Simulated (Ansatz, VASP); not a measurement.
**One calculation of Ir, two programs**

The input INCAR:

```
SYSTEM = Ir
PREC = Accurate
ENCUT = 520
EDIFF = 1E-7
ISMEAR = -1
SIGMA = 0.1
LREAL = .False.
LASPH = .True.
NELM = 80
ALGO = Normal
ISIF = 2
LWAVE = .False.
LCHARG = .False.
GGA = RE
NBANDS = 20
```

KPOINTS

```
Automatic mesh
0
Gamma
  11 11 15
  0 0 0
```

POSCAR

```
Ir
1.0
    4.3919204406      0.0000000000      0.0000000000
   -2.1959602203      3.8035146730      0.0000000000
    0.0000000000      0.0000000000      2.7133114428
Ir
3
Direct
    0.0000000000      1.0000000000      0.0000000000
    0.3333333333      0.6666666667      0.5000000000
    0.6666666667      0.3333333333      0.5000000000
```

Input for Ansatz:

```yaml
crystal:
  lattice:
    - [4.3919204406, 0.0, 0.0]
    - [-2.1959602203, 3.803514673, 0.0]
    - [0.0, 0.0, 2.7133114428]
  atoms:
    - { symbol: Ir, position: [0.0, 1.0, 0.0] }
    - { symbol: Ir, position: [0.3333333333, 0.6666666667, 0.5] }
    - { symbol: Ir, position: [0.6666666667, 0.3333333333, 0.5] }
hamiltonian:
  xc: revpbe
  pseudopotentials:
    kind: paw
    azcp:
      Ir: "pseudopotentials/Ir.paw.azcp"
basis:
  ecutwfc: 420
  fft_grid_basis: typed
kpoints:
  mp_grid: { grid: [11, 11, 15], shift: [0, 0, 0] }
magnetization:
  spin_polarized: false
scf:
  occupations: { method: fermi_dirac, width: 0.1 }
output:
  stress: true
  write_density: true
  write_potential: true
  elf: true
  volumetric_format: npy
```

Alike in both runs: task single point; functional revPBE; k mesh 11 × 11 × 15; occupations fermi-dirac, width 0.1 eV; no spin polarisation.

|  | VASP | Ansatz |
| --- | --- | --- |
| version | VASP 6.6.1 | Ansatz 0.2.0 |
| potentials or method | VASP PAW PBE potentials, release 64 (Ir), cutoff 520 eV | plane waves (420 eV) with PAW, scalar-relativistic |
| valence electrons in the cell | 27 | 51 |

Ansatz gave:

```
pressure (GPa)                                                : 0.0
traceless stress, the component that is largest in VASP (GPa) : -0.24
```

**Question.** Which values does VASP return?

**Answer.** Pressure (GPa): 0.3; traceless stress, the component that is largest in VASP (GPa): -0.37.

VASP's potentials were made for PBE, not for revPBE. With one functional, cell and mesh, what is left measures potentials, basis and numerics. VASP's potentials hold 27 valence electrons a cell and Ansatz's 51, so a difference there can come from the potentials and not from the codes.

Spin-orbit coupling is off throughout.
